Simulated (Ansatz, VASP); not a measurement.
# Pt: VASP beside Ansatz

```
Pt
1.0
     0.00000    1.76211    1.95790
     1.76211    0.00000    1.95790
     1.76211    1.76211    0.00000
Pt
1
Direct
  0.00000 0.00000 0.00000
```

Change from the starting cell: strain -0.1000 x Voigt [1, 1, 0, 0, 0, 0], atoms carried along.

Alike in both runs: task single point; functional PBE; k mesh 20 × 20 × 20; occupations gaussian, width 0.15 eV; no spin polarisation.

|  | VASP | Ansatz |
| --- | --- | --- |
| version | VASP 6.6.1 | Ansatz 0.2.0 |
| potentials or method | VASP PAW PBE potentials, release 64 (Pt), cutoff 520 eV | scalar-relativistic, plane waves, PAW |
| valence electrons in the cell | 10 | 18 |

```tsv
	VASP	Ansatz	Ansatz less VASP
gap on the k mesh at the Fermi level (eV)	none	none	-
pressure (GPa)	124.9	125.1	+0.13
traceless stress, the component that is largest in VASP (GPa)	-21.57	-21.59	-0.023
```

A gap of «none» marks a metal or a gap that the smearing closes. Both programs put the cell under a high pressure, so it lies far from rest at this level. With one functional, cell and mesh, what is left measures potentials, basis and numerics. VASP's potentials hold 10 valence electrons a cell and Ansatz's 18, so a difference there can come from the potentials and not from the codes.

Spin-orbit coupling is off throughout. Noted on VASP's run: the cell as given lies far from equilibrium.
